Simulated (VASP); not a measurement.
Crystal: FeO.

```xyz
2
Lattice="0.0000 1.9822 1.9822 1.9822 0.0000 1.9822 1.9822 1.9822 0.0000" Properties=species:S:1:pos:R:3 pbc="T T T"
Fe    0.0000    0.0000    0.0000
O     1.9822    1.9822    1.9822
```

Base run:

| Item | Value |
| --- | --- |
| Program | VASP 6.6.1 |
| Functional | PBE |
| Potentials or basis | VASP PAW PBE potentials, release 64 (Fe, O) |
| Cutoff | 600 eV |
| k mesh | 8 × 8 × 8 |
| Occupations | fermi-dirac, width 0.1 eV |
| Spin | no spin polarisation |

Its results: pressure 30.9 GPa.

**Question.** The run is repeated on the same cell with these changes: spin from no spin polarisation to collinear spin, ferromagnetic start; further incar settings from ALGO = Normal; EDIFF = 1e-06; NBANDS = 14 to ALGO = Normal; EDIFF = 1e-06; NBANDS = 18. What comes out?

**Answer.** Pressure 63.1 GPa; net moment -3.10 μB per cell; site moments Fe -2.88; O -0.18 μB.

Caveats: a cell with one magnetic atom can't hold antiferromagnetic order, which such compounds often take (some runs).
